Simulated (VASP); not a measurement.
# C in VASP: a series of runs

C is run at these levels: PBE+D3(BJ); tasks: single point.

Everything below comes from runs of VASP 6.6.1. Logs are shortened: lines on timing, memory, paths and dates and some standing lists are left out, and cuts for length are marked.

**1. The cell of the first run**

The cell holds a slab with vacuum, 48 atoms: a = 5.030 Å, b = 7.114 Å, c = 22.288 Å, α = 90.00°, β = 90.00°, γ = 90.00°.

**2. Single point, PBE+D3(BJ)**

File INCAR:

```
PREC = Accurate ; ENCUT = 520
EDIFF = 1E-6 ; ISMEAR = 0
SIGMA = 0.05 ; LREAL = Auto
LASPH = True ; NELM = 100
ALGO = Normal ; ISIF = 2
LWAVE = False ; LCHARG = False
LDIPOL = True ; IDIPOL = 3
DIPOL = 0.5 0.5 0.499 ; GGA = PE
IVDW = 12 ; NBANDS = 126
```

File KPOINTS:

```
Automatic mesh
0
Gamma
  3 2 1
```

File POSCAR:

```
C
1.0
    5.0301999808      0.0000000000      0.0000000000
    0.0000000000      7.1137770343      0.0000000000
    0.0000000000      0.0000000000     22.2877499760
C
48
Direct
    0.2500000000      0.5000000000      0.3589415714
    0.2500000000      0.0000000000      0.3589415714
    0.7500000000      0.5000000000      0.3589415714
    0.7500000000      0.0000000000      0.3589415714
    0.5000000000      0.6250000000      0.3589415714
    0.5000000000      0.1250000000      0.3589415714
    0.0000000000      0.6250000000      0.3589415714
    0.0000000000      0.1250000000      0.3589415714
    0.5000000000      0.7500000000      0.4153649429
    0.5000000000      0.2500000000      0.4153649429
    0.0000000000      0.7500000000      0.4153649429
    0.0000000000      0.2500000000      0.4153649429
    0.7500000000      0.8750000000      0.4153649429
    0.7500000000      0.3750000000      0.4153649429
    0.2500000000      0.8750000000      0.4153649429
    0.2500000000      0.3750000000      0.4153649429
    0.7500000000      0.0000000000      0.4717883143
    0.7500000000      0.5000000000      0.4717883143
    0.2500000000      0.0000000000      0.4717883143
    0.2500000000      0.5000000000      0.4717883143
    0.0000000000      0.1250000000      0.4717883143
    0.0000000000      0.6250000000      0.4717883143
    0.5000000000      0.1250000000      0.4717883143
    0.5000000000      0.6250000000      0.4717883143
    0.0000000000      0.2505611707      0.5279160236
    0.0000000000      0.7505611707      0.5279160236
    0.5000000000      0.2505611707      0.5279160236
    0.5000000000      0.7505611707      0.5279160236
    0.2500000000      0.3744388293      0.5279160236
    0.2500000000      0.8744388293      0.5279160236
    0.7500000000      0.3744388293      0.5279160236
    0.7500000000      0.8744388293      0.5279160236
    0.2500000000      0.5046180763      0.5860992695
    0.2500000000      0.0046180763      0.5860992695
    0.7500000000      0.5046180763      0.5860992695
    0.7500000000      0.0046180763      0.5860992695
    0.5000000000      0.6203819237      0.5860992695
    0.5000000000      0.1203819237      0.5860992695
    0.0000000000      0.6203819237      0.5860992695
    0.0000000000      0.1203819237      0.5860992695
    0.5000000000      0.7646741098      0.6338849930
    0.5000000000      0.2646741098      0.6338849930
    0.0000000000      0.7646741098      0.6338849930
    0.0000000000      0.2646741098      0.6338849930
    0.7500000000      0.8603258902      0.6338849930
    0.7500000000      0.3603258902      0.6338849930
    0.2500000000      0.8603258902      0.6338849930
    0.2500000000      0.3603258902      0.6338849930
```

Potentials or basis: VASP PAW PBE potentials, release 64 (C).

Command:

```bash
> cat potpaw_PBE.64/C/POTCAR > POTCAR
> mpirun -np 1 vasp_std > vasp.out
```

OUTCAR:

```text
PREC = Accurate
   ENCUT = 520
   EDIFF = 1E-6
   ISMEAR = 0
   LREAL = Auto
   LASPH = True
   NELM = 100
   ISIF = 2
   GGA = PE
   IVDW = 12
 IVDW          = 12

 ion  position               nearest neighbor table
   1  0.250  0.500  0.359-   5 1.54   7 1.54  16 1.54
   2  0.250  0.000  0.359-   6 1.54   8 1.54  15 1.54
   3  0.750  0.500  0.359-   5 1.54   7 1.54  14 1.54
   4  0.750  0.000  0.359-   6 1.54   8 1.54  13 1.54
   5  0.500  0.625  0.359-   1 1.54   3 1.54   9 1.54
   6  0.500  0.125  0.359-   2 1.54   4 1.54  10 1.54
   7  0.000  0.625  0.359-   1 1.54   3 1.54  11 1.54
   8  0.000  0.125  0.359-   2 1.54   4 1.54  12 1.54
   9  0.500  0.750  0.415-  24 1.54  15 1.54  13 1.54   5 1.54
  10  0.500  0.250  0.415-  23 1.54  16 1.54  14 1.54   6 1.54
  11  0.000  0.750  0.415-  22 1.54  15 1.54  13 1.54   7 1.54
  12  0.000  0.250  0.415-  21 1.54  16 1.54  14 1.54   8 1.54
  13  0.750  0.875  0.415-  17 1.54  11 1.54   9 1.54   4 1.54
  14  0.750  0.375  0.415-  18 1.54  12 1.54  10 1.54   3 1.54
[... 42 lines left out ...]
 A1 = (   5.0301999808,   0.0000000000,   0.0000000000)
 A2 = (   0.0000000000,   7.1137770343,   0.0000000000)
 A3 = (   0.0000000000,   0.0000000000,  22.2877499760)

Analysis of symmetry for initial positions (statically):
=====================================================================
 Subroutine PRICEL returns following result:

  LATTYP: Found a simple orthorhombic cell.
 ALAT       =     2.5150999904
 B/A-ratio  =     1.4142135624
 C/A-ratio  =     8.8615761048

  Lattice vectors:

 A1 = (   2.5150999904,   0.0000000000,   0.0000000000)
 A2 = (   0.0000000000,   3.5568885172,   0.0000000000)
 A3 = (   0.0000000000,   0.0000000000,  22.2877499760)

   4 primitive cells build up your supercell.

 Routine SETGRP: Setting up the symmetry group for a
 simple orthorhombic supercell.

 Subroutine GETGRP returns: Found  4 space group operations
 (whereof  2 operations were pure point group operations)
 out of a pool of  8 trial point group operations.

The static configuration has the point symmetry C_1h.
 The point group associated with its full space group is C_2v.

Analysis of symmetry for dynamics (positions and initial velocities):
=====================================================================
 Subroutine PRICEL returns following result:

  LATTYP: Found a simple orthorhombic cell.
 ALAT       =     2.5150999904
 B/A-ratio  =     1.4142135624
 C/A-ratio  =     8.8615761048

  Lattice vectors:

[... 125 lines left out ...]
   NUPDOWN=      -1.0000    fix difference up-down
   EMIN   =  10.00;   EMAX   =-10.00  energy-range for DOS
   EFERMI =   0.00;   METHOD = LEGACY
   ISMEAR =     0;   SIGMA  =   0.05  broadening in eV -4-tet -1-fermi 0-gaus
   EFERMI_NEDOS =   21; number of points for ismear=-14 and -15
   IALGO  =     38    algorithm
   IMIX   =      4    mixing-type and parameters
     AMIX     =   0.40;   BMIX     =  1.00
     AMIX_MAG =   1.60;   BMIX_MAG =  1.00
  volume/ion in A,a.u.               =      16.62       112.13
  Fermi-wavevector in a.u.,A,eV,Ry     =   1.018415  1.924525 14.111535  1.037169
  Thomas-Fermi vector in A             =   2.151871
   LORBIT       =      0    0 simple, 1 ext, 2 COOP (PROOUT), +10 PAW based schemes
   GGA     = PE    functional components
   LHFCALC =     F    Hartree Fock is set to
   AEXX    =    0.0000 exact exchange contribution
   IVDW    =    12    specifies the selected vdW correction
   LEPSILON=     F    determine dielectric tensor
   LRPA    =     F    only Hartree local field effects (RPA)
 non-spin polarized calculation
 Gauss-broadening in eV      SIGMA  =   0.05
  energy-cutoff  :      520.00
  volume of cell :      797.54
 maximum number of plane-waves:     21511
 NGX is ok and might be reduce to    40
   NGX = 19   NGY = 27   NGZ = 83

 dipolmoment           0.000000      0.000000      0.000467 electrons x Angstroem

 number of electron     192.0000017 magnetization

 dipolmoment           0.000000      0.000000     -0.129315 electrons x Angstroem

 Free energy of the ion-electron system (eV)
  ---------------------------------------------------
  ext. energy  EPLUGINS =         0.00000000
  ---------------------------------------------------
  free energy    TOTEN  =      -409.48970921 eV

  energy without entropy =     -409.47355158  energy(sigma->0) =     -409.48163040

 E-fermi :  -0.2812     XC(G=0):  -5.3618

 val. band max:       -0.3716991256   @ k =   0.0000   0.0000   0.0000
 cond. band min:      -0.2637901763   @ k =   0.3333   0.0000   0.0000
 fundamental gap:      0.1079089493
 Fermi energy:        -0.2811612643

 k-point     1 :       0.0000    0.0000    0.0000
  band No.  band energies     occupation
      1     -22.1514      2.00000
      2     -20.7758      2.00000
      3     -19.9805      2.00000
      4     -19.7787      2.00000
      5     -18.6542      2.00000
      6     -18.5470      2.00000
[... 433 lines left out ...]
    107       5.5269      0.00000
    108       5.5269      0.00000
 [bands above 108 left out]

------------------------ aborting loop because EDIFF is reached ----------------------------------------

 vacuum level on the upper side and lower side of the slab       (xc-potential included)        -0.412         0.206

 Edisp (eV)   -7.50706

 E8    (eV) :    -2.2547

  FORCE on cell =-STRESS in cart. coord.  units (eV):
  Direction    XX          YY          ZZ          XY          YZ          ZX
  --------------------------------------------------------------------------------------
  -------------------------------------------------------------------------------------
  Total     -12.61518    22.41284    -8.40330     0.00000     0.00000     0.00000
  in kB     -25.34267    45.02522   -16.88142     0.00000     0.00000     0.00000
  external pressure =        0.93 kB  Pullay stress =        0.00 kB

 VOLUME and BASIS-vectors are now :
 -----------------------------------------------------------------------------
  energy-cutoff  :      520.00
  volume of cell :      797.54
      direct lattice vectors                 reciprocal lattice vectors
     5.030199981  0.000000000  0.000000000     0.198799253  0.000000000  0.000000000
     0.000000000  7.113777034  0.000000000     0.000000000  0.140572300  0.000000000
     0.000000000  0.000000000 22.287749976     0.000000000  0.000000000  0.044867696

 POSITION                                       TOTAL-FORCE (eV/Angst)
 -----------------------------------------------------------------------------------
      1.25755      3.55689      8.00000         0.000000      4.569367      0.995230
      1.25755      0.00000      8.00000         0.000000      4.569367      0.995230
      3.77265      3.55689      8.00000         0.000000      4.569367      0.995230
      3.77265      0.00000      8.00000         0.000000      4.569367      0.995230
      2.51510      4.44611      8.00000        -0.000000     -4.569367      0.995230
      2.51510      0.88922      8.00000         0.000000     -4.569367      0.995230
[... 40 lines left out ...]
      1.25755      6.12017     14.12787         0.000000      0.019257      0.029161
      1.25755      2.56328     14.12787         0.000000      0.019257      0.029161
 -----------------------------------------------------------------------------------
    total drift:                                0.000000      0.000014      0.005566

  FREE ENERGIE OF THE ION-ELECTRON SYSTEM (eV)
  ---------------------------------------------------
  free  energy   TOTEN  =      -416.9967683720 eV

  energy  without entropy=     -416.9806107406  energy(sigma->0) =     -416.98868956

 vacuum level on the upper side and lower side of the slab         5.022         5.632
```

OSZICAR:

```text
N       E                     dE             d eps       ncg     rms          rms(c)
DAV:   1     0.150505147120E+04    0.15051E+04   -0.88389E+04  1008   0.132E+03
DAV:   2    -0.233702093685E+03   -0.17388E+04   -0.16594E+04  1408   0.321E+02
DAV:   3    -0.420610444107E+03   -0.18691E+03   -0.18368E+03  1224   0.105E+02
[... 26 lines left out ...]
DAV:  30    -0.409489698631E+03   -0.13643E-04   -0.77504E-07   756   0.229E-03    0.407E-03
DAV:  31    -0.409489705509E+03   -0.68781E-05   -0.71931E-07   738   0.217E-03    0.992E-04
DAV:  32    -0.409489707363E+03   -0.18537E-05   -0.99724E-08   704   0.992E-04    0.441E-04
DAV:  33    -0.409489708623E+03   -0.12597E-05   -0.50148E-08   636   0.517E-04    0.553E-04
DAV:  34    -0.409489709214E+03   -0.59112E-06   -0.18438E-08   690   0.307E-04
   1 F= -.41699677E+03 E0= -.41698869E+03  d E =-.161576E-01
```

stdout:

```text
POSCAR found type information on POSCAR C
 POSCAR found :  1 types and      48 ions
 scaLAPACK will be used
 LDA part: xc-table for (Slater+PW92), standard interpolation
 POSCAR, INCAR and KPOINTS ok, starting setup
 FFT: planning ... GRIDC
 FFT: planning ... GRID_SOFT
 FFT: planning ... GRID
 WAVECAR not read
 entering main loop
```

Run time: 16 min. Hardware: 1 thread of Intel Xeon 6975P-C (Granite Rapids), shared host; peak memory 0.79 GiB.

Results:

```yaml
Free_energy: -416.9968 eV
Largest_force: 4.676 eV/Å
Band_gap_on_the_k_mesh: zero (band 96 reaches -0.26 eV, above the bottom of band 97 at -0.37 eV)
Dispersion_energy_per_atom: -0.156 eV
```

Forces in eV/Å, atoms in the order of the input:
```
C    0.000  4.569  0.995
C    0.000  4.569  0.995
C    0.000  4.569  0.995
C    0.000  4.569  0.995
C    0.000 -4.569  0.995
C    0.000 -4.569  0.995
C    0.000 -4.569  0.995
C    0.000 -4.569  0.995
C    0.000  1.019 -1.132
C    0.000  1.019 -1.132
C    0.000  1.019 -1.132
C    0.000  1.019 -1.132
C    0.000 -1.019 -1.132
C    0.000 -1.019 -1.132
C    0.000 -1.019 -1.132
C    0.000 -1.019 -1.132
C    0.000  0.479  0.105
C    0.000  0.479  0.105
C    0.000  0.479  0.105
C    0.000  0.479  0.105
C    0.000 -0.479  0.105
C    0.000 -0.479  0.105
C    0.000 -0.479  0.105
C    0.000 -0.479  0.105
C    0.000 -0.005  0.017
C    0.000 -0.005  0.017
C    0.000 -0.005  0.017
C    0.000 -0.005  0.017
C    0.000  0.005  0.017
C    0.000  0.005  0.017
C    0.000  0.005  0.017
C    0.000  0.005  0.017
C    0.000  0.000 -0.014
C    0.000  0.000 -0.014
C    0.000  0.000 -0.014
C    0.000  0.000 -0.014
C    0.000  0.000 -0.014
C    0.000  0.000 -0.014
C    0.000  0.000 -0.014
C    0.000  0.000 -0.014
C    0.000 -0.019  0.029
C    0.000 -0.019  0.029
C    0.000 -0.019  0.029
C    0.000 -0.019  0.029
C    0.000  0.019  0.029
C    0.000  0.019  0.029
C    0.000  0.019  0.029
C    0.000  0.019  0.029
```

Levels at points of the mesh, in eV from the Fermi level:
```tsv
k point	band 93	band 94	band 95	band 96	band 97	band 98	band 99	band 100
(0.00, 0.00, 0.00)	-0.37	-0.18	-0.18	-0.09	-0.09	0.05	0.09	0.46
(0.00, 0.50, 0.00)	-0.34	-0.34	-0.34	-0.34	0.11	0.11	0.11	0.11
```

Caveat: the k points lie up to 0.44 Å⁻¹ apart.

**3. Single point, PBE+D3(BJ)**

File INCAR:

```
SYSTEM = C
PREC = Accurate
ENCUT = 520
EDIFF = 1E-6
ISMEAR = 0
SIGMA = 0.05
LREAL = Auto
LASPH = .TRUE.
NELM = 100
ALGO = Normal
ISIF = 2
LWAVE = .FALSE.
LCHARG = .FALSE.
LDIPOL = .TRUE.
IDIPOL = 3
DIPOL = 0.5 0.5 0.500
GGA = PE
IVDW = 12
NBANDS = 126
```

File KPOINTS:

```
regular mesh
0
G
  3 2 1
  0 0 0
```

File POSCAR:

```
C
1.0
    5.0301999808      0.0000000000      0.0000000000
    0.0000000000      7.1137770343      0.0000000000
    0.0000000000      0.0000000000     22.2877499760
C
48
Direct
    0.2500000000      0.5000000000      0.3589415714
    0.2500000000      0.0000000000      0.3589415714
    0.7500000000      0.5000000000      0.3589415714
    0.7500000000      0.0000000000      0.3589415714
    0.5000000000      0.6250000000      0.3589415714
    0.5000000000      0.1250000000      0.3589415714
    0.0000000000      0.6250000000      0.3589415714
    0.0000000000      0.1250000000      0.3589415714
    0.5000000000      0.7500000000      0.4153649429
    0.5000000000      0.2500000000      0.4153649429
    0.0000000000      0.7500000000      0.4153649429
    0.0000000000      0.2500000000      0.4153649429
    0.7500000000      0.8750000000      0.4153649429
    0.7500000000      0.3750000000      0.4153649429
    0.2500000000      0.8750000000      0.4153649429
    0.2500000000      0.3750000000      0.4153649429
    0.7500000000      0.0000000000      0.4717883143
    0.7500000000      0.5000000000      0.4717883143
    0.2500000000      0.0000000000      0.4717883143
    0.2500000000      0.5000000000      0.4717883143
    0.0000000000      0.1250000000      0.4717883143
    0.0000000000      0.6250000000      0.4717883143
    0.5000000000      0.1250000000      0.4717883143
    0.5000000000      0.6250000000      0.4717883143
    0.0000000000      0.2500000000      0.5282116857
    0.0000000000      0.7500000000      0.5282116857
    0.5000000000      0.2500000000      0.5282116857
    0.5000000000      0.7500000000      0.5282116857
    0.2500000000      0.3750000000      0.5282116857
    0.2500000000      0.8750000000      0.5282116857
    0.7500000000      0.3750000000      0.5282116857
    0.7500000000      0.8750000000      0.5282116857
    0.2500000000      0.5000000000      0.5846350571
    0.2500000000      0.0000000000      0.5846350571
    0.7500000000      0.5000000000      0.5846350571
    0.7500000000      0.0000000000      0.5846350571
    0.5000000000      0.6250000000      0.5846350571
    0.5000000000      0.1250000000      0.5846350571
    0.0000000000      0.6250000000      0.5846350571
    0.0000000000      0.1250000000      0.5846350571
    0.5000000000      0.7500000000      0.6410584286
    0.5000000000      0.2500000000      0.6410584286
    0.0000000000      0.7500000000      0.6410584286
    0.0000000000      0.2500000000      0.6410584286
    0.7500000000      0.8750000000      0.6410584286
    0.7500000000      0.3750000000      0.6410584286
    0.2500000000      0.8750000000      0.6410584286
    0.2500000000      0.3750000000      0.6410584286
```

Potentials or basis: VASP PAW PBE potentials, release 64 (C).

Command:

```bash
> cat potpaw_PBE.64/C/POTCAR > POTCAR
> mpirun -np 1 vasp_std > vasp.out
```

Wall time 12 min (1 thread of Intel Xeon 6975P-C (Granite Rapids), shared host); peak memory 0.79 GiB.

It converged, with:

| Property | Result |
| --- | --- |
| Free energy | -413.5952 eV |
| Largest force | 4.607 eV/Å |
| Band gap on the k mesh | zero (band 96 reaches -0.52 eV, above the bottom of band 97 at -0.66 eV) |
| Dispersion energy per atom | -0.157 eV |

Forces in eV/Å, atoms in the order of the input:
```
C    0.000  4.491  1.026
C    0.000  4.491  1.026
C    0.000  4.491  1.026
C    0.000  4.491  1.026
C    0.000 -4.491  1.026
C    0.000 -4.491  1.026
C    0.000 -4.491  1.026
C    0.000 -4.491  1.026
C    0.000  1.055 -1.089
C    0.000  1.055 -1.089
C    0.000  1.055 -1.089
C    0.000  1.055 -1.089
C    0.000 -1.055 -1.089
C    0.000 -1.055 -1.089
C    0.000 -1.055 -1.089
C    0.000 -1.055 -1.089
C    0.000  0.468  0.087
C    0.000  0.468  0.087
C    0.000  0.468  0.087
C    0.000  0.468  0.087
C    0.000 -0.468  0.087
C    0.000 -0.468  0.087
C    0.000 -0.468  0.087
C    0.000 -0.468  0.087
C    0.000  0.468 -0.087
C    0.000  0.468 -0.087
C    0.000  0.468 -0.087
C    0.000  0.468 -0.087
C    0.000 -0.468 -0.087
C    0.000 -0.468 -0.087
C    0.000 -0.468 -0.087
C    0.000 -0.468 -0.087
C    0.000  1.055  1.089
C    0.000  1.055  1.089
C    0.000  1.055  1.089
C    0.000  1.055  1.089
C    0.000 -1.055  1.089
C    0.000 -1.055  1.089
C    0.000 -1.055  1.089
C    0.000 -1.055  1.089
C    0.000  4.491 -1.026
C    0.000  4.491 -1.026
C    0.000  4.491 -1.026
C    0.000  4.491 -1.026
C    0.000 -4.491 -1.026
C    0.000 -4.491 -1.026
C    0.000 -4.491 -1.026
C    0.000 -4.491 -1.026
```

Levels at points of the mesh, in eV from the Fermi level:
```tsv
k point	band 93	band 94	band 95	band 96	band 97	band 98	band 99	band 100
(0.00, 0.00, 0.00)	-0.39	-0.14	-0.14	-0.14	-0.14	-0.03	0.11	0.11
(0.00, 0.50, 0.00)	-0.30	-0.30	-0.30	-0.30	0.07	0.07	0.07	0.07
```

Caveat: the k points lie up to 0.44 Å⁻¹ apart.
